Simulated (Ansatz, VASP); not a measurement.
## Two plane-wave programs on Sb

```
Sb
1.0
    -0.06915    2.27042    2.27042
     2.27042   -0.06915    2.27042
     2.27042    2.27042   -0.06915
Sb
1
Direct
  0.00000 0.00000 0.00000
```

Change from the starting cell: equal xy, yz and zx shear strains of -3 %, PAW files.

Alike in both runs: task electric field gradients; functional PBEsol; k mesh 12 × 12 × 12; occupations fermi-dirac, width 0.05 eV; no spin polarisation.

```csv
,VASP,Ansatz
version,VASP 6.6.1,Ansatz 0.2.0
potentials or method,"VASP PAW PBE potentials, release 64 (Sb)","PAW with Ansatz's default frozen-core files, scalar-relativistic"
plane-wave cutoff (eV),520,420
valence electrons in the cell,5,15
```

```csv
,VASP,Ansatz,Ansatz less VASP
pressure (GPa),5.8,5.8,-0.04
"traceless stress, the component that is largest in VASP (GPa)",0.36,0.34,-0.023
size of Vzz on the site where it differs most (V/Å²),5.0,6.6,+1.56
```

VASP's potentials were made for PBE, not for PBEsol. The functional is the same, so the differences come from potentials, cutoffs and numerics. VASP's potentials hold 5 valence electrons a cell and Ansatz's 15, so a difference there can come from the potentials and not from the codes.

Neither program's run includes spin-orbit coupling.
